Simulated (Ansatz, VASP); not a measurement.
# Cs in VASP and in Ansatz

Contents of INCAR:

```
SYSTEM = Cs
PREC     = Accurate       ! precision mode
ENCUT    = 520            ! plane-wave cutoff, eV
EDIFF    = 1E-8           ! SCF threshold, eV
ISMEAR   = -1             ! smearing method
SIGMA    = 0.08           ! smearing width, eV
LREAL    = .FALSE.        ! projectors in reciprocal space
LASPH    = .TRUE.         ! aspherical terms in the spheres
NELM     = 80             ! most SCF steps
ALGO     = Normal         ! electronic algorithm
ISIF     = 2              ! what is computed and relaxed
LWAVE    = .FALSE.        ! write WAVECAR
LCHARG   = .FALSE.        ! write CHGCAR
GGA      = CA             ! functional
LEFG     = .TRUE.       
NBANDS   = 10             ! bands
```

Contents of KPOINTS:

```
regular mesh
0
G
  8 8 8
  0 0 0
```

The input POSCAR:

```
Cs
1.0
    0.0000000000      3.9483357400      3.9483357400
    3.9483357400      0.0000000000      3.9483357400
    3.9483357400      3.9483357400      0.0000000000
Cs
1
Direct
    0.0000000000      0.0000000000      0.0000000000
```

Input for Ansatz:

```yaml
crystal:
  lattice:
    - [0.0, 3.94833574, 3.94833574]
    - [3.94833574, 0.0, 3.94833574]
    - [3.94833574, 3.94833574, 0.0]
  atoms:
    - { symbol: Cs, position: [0.0, 0.0, 0.0] }
kpoints:
  mp_grid: { grid: [8, 8, 8] }
  band_path:
    path:
      - [0.0, 0.0, 0.0]
      - [0.5, 0.0, 0.5]
      - [0.625, 0.25, 0.625]
      - [0.375, 0.375, 0.75]
      - [0.0, 0.0, 0.0]
      - [0.5, 0.5, 0.5]
      - [0.5, 0.25, 0.75]
      - [0.5, 0.0, 0.5]
    npoints: 8
scf:
  occupations: { method: fermi_dirac, width: 0.08 }
hamiltonian:
  xc: lda
  pseudopotentials: { kind: all_electron, datasets: crystal }
output:
  forces: true
  stress: true
  eigenvalues: true
  efg: { contact_densities: true }
```

Alike in both runs: task electric field gradients; functional LDA; k mesh 8 × 8 × 8; occupations fermi-dirac, width 0.08 eV; no spin polarisation.

```csv
,VASP,Ansatz
version,VASP 6.6.1,Ansatz 0.2.0
potentials or method,"VASP PAW LDA potentials, release 64 (Cs_sv), cutoff 520 eV","all-electron PAW with datasets made for the crystal, scalar-relativistic"
```

|  | VASP | Ansatz | Ansatz less VASP |
| --- | --- | --- | --- |
| pressure (GPa) | -0.4 | -0.4 | +0.01 |

LDA's correlation is that of Perdew and Zunger in VASP and of Perdew and Wang (1992) in Ansatz. Ansatz ran all-electron here, and VASP with PAW potentials.

Spin-orbit coupling is off throughout.
